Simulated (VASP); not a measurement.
A run of VASP 6.6.1 is set up as follows.

INCAR

```
SYSTEM = Y
  PREC = Accurate
  ENCUT = 520
  EDIFF = 1E-7
  ISMEAR = -1
  SIGMA = 0.05
  LREAL = .False.
  LASPH = .True.
  NELM = 60
  ALGO = Normal
  ISIF = 2
  LWAVE = .False.
  LCHARG = .False.
  GGA = PE
  NBANDS = 18
```

File KPOINTS:

```
regular mesh
0
Gamma
  13 13 7
  0 0 0
```

POSCAR

```
Y
1.0
    3.6561512519      0.0000000000      0.0000000000
   -1.8280756259      3.1663198642      0.0000000000
    0.0000000000      0.0000000000      5.6824456047
Y
2
Direct
    0.3333333333      0.6666666667      0.2500000000
    0.6666666667      0.3333333333      0.7500000000
```

Potentials or basis: VASP PAW PBE potentials, release 64 (Y_sv).

The run is started by

```sh
$ cat potpaw_PBE.64/Y_sv/POTCAR > POTCAR
$ mpirun -np 1 vasp_std > vasp.out
```

(1) What does it give for the pressure?

(2) Predict the band gap on the k mesh.

## Answers

(1) -0.1 GPa.

(2) zero (bands 11 and 12 overlap by 1.42 eV).
